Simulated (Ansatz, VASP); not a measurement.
BaTiO3 in VASP and in Ansatz

File INCAR:

```
PREC = Accurate
ENCUT = 520
EDIFF = 1E-7
ISMEAR = 0
SIGMA = 0.05
LREAL = False
LASPH = True
NELM = 60
ALGO = Normal
ISIF = 2
LWAVE = False
LCHARG = True
GGA = PE
LELF = True
LVHAR = True
NBANDS = 28
```

File KPOINTS:

```
Automatic mesh
0
Gamma
  8 8 8
```

File POSCAR:

```
BaTiO3
1.0
    4.0192501416      0.0000000000      0.0000000000
    0.0000000000      4.0192501416      0.0000000000
    0.0000000000      0.0000000000      4.0192501416
Ba Ti O
1 1 3
Direct
    0.5000000000      0.5000000000      0.5000000000
    0.0000000000      0.0000000000      0.0000000000
    0.5000000000     -0.0175930026     -0.0175930026
    0.0000000000      0.5000000000      0.0000000000
    0.0000000000      0.0000000000      0.5000000000
```

Input for Ansatz:

```yaml
crystal:
  lattice:
    - [4.0192501416, 0.0, 0.0]
    - [0.0, 4.0192501416, 0.0]
    - [0.0, 0.0, 4.0192501416]
  atoms:
    - { symbol: Ba, position: [0.5, 0.5, 0.5] }
    - { symbol: Ti, position: [0.0, 0.0, 0.0] }
    - { symbol: O, position: [0.5, -0.0175930026, -0.0175930026] }
    - { symbol: O, position: [0.0, 0.5, 0.0] }
    - { symbol: O, position: [0.0, 0.0, 0.5] }
basis:
  ecutwfc: 420
kpoints:
  mp_grid: { grid: [8, 8, 8] }
hamiltonian:
  xc: pbe
scf:
  occupations: { method: gaussian, width: 0.05 }
output:
  forces: true
  stress: true
  eigenvalues: true
```

Alike in both runs: task single point; functional PBE; k mesh 8 × 8 × 8; occupations gaussian, width 0.05 eV; no spin polarisation.

|  | VASP | Ansatz |
| --- | --- | --- |
| version | VASP 6.6.1 | Ansatz 0.2.0 |
| potentials or method | VASP PAW PBE potentials, release 64 (Ba_sv, Ti_sv, O), cutoff 520 eV | scalar-relativistic, plane waves, PAW |
| valence electrons in the cell | 40 | 40 |

VASP gave:

```
gap on the k mesh at the Fermi level (eV)                     : 1.71
least direct gap on the mesh (eV)                             : 1.88
pressure (GPa)                                                : 1.8
traceless stress, the component that is largest in VASP (GPa) : -0.10
rms of the force components (eV/Å)                            : 0.188
```

What did Ansatz give for the same quantities?

gap on the k mesh at the Fermi level (eV): 1.77; least direct gap on the mesh (eV): 1.90; pressure (GPa): 0.0; traceless stress, the component that is largest in VASP (GPa): -0.08; rms of the force components (eV/Å): 0.182.

Atom by atom the forces differ by 0.011 eV/Å (rms over components). With one functional, cell and mesh, what is left measures potentials, basis and numerics.

Spin-orbit coupling is off throughout.
